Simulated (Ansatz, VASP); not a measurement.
# One calculation of BP, two programs

```
CELL_PARAMETERS angstrom
0.00000 2.26832 2.21229
2.26832 0.00000 2.21229
2.26832 2.26832 0.00000
ATOMIC_POSITIONS crystal
B 0.00000 0.00000 0.00000
P 0.25000 0.25000 0.25000
```

Change from the starting cell: uniaxial_z strain -2.5%.

Alike in both runs: task single point; functional HSE06; k mesh 6 × 6 × 6; no spin polarisation.

|  | VASP | Ansatz |
| --- | --- | --- |
| version | VASP 6.6.1 | Ansatz 0.2.0 |
| potentials or method | VASP PAW PBE potentials, release 64 (B, P) | plane waves, PAW |
| plane-wave cutoff (eV) | 520 | 420 |
| occupations | gaussian, width 0.01 eV | fixed |
| valence electrons in the cell | 8 | 8 |

Ansatz gave:

| Property | Result |
| --- | --- |
| gap on the k mesh at the Fermi level (eV) | 1.65 |
| pressure (GPa) | 3.1 |
| traceless stress, the component that is largest in VASP (GPa) | 4.67 |

Problem. Which values does VASP return?

Solution. gap on the k mesh at the Fermi level (eV): 1.65; pressure (GPa): 2.5; traceless stress, the component that is largest in VASP (GPa): 4.68.

Ansatz's warnings: stress exchange threshold loose, stress scf threshold loose.
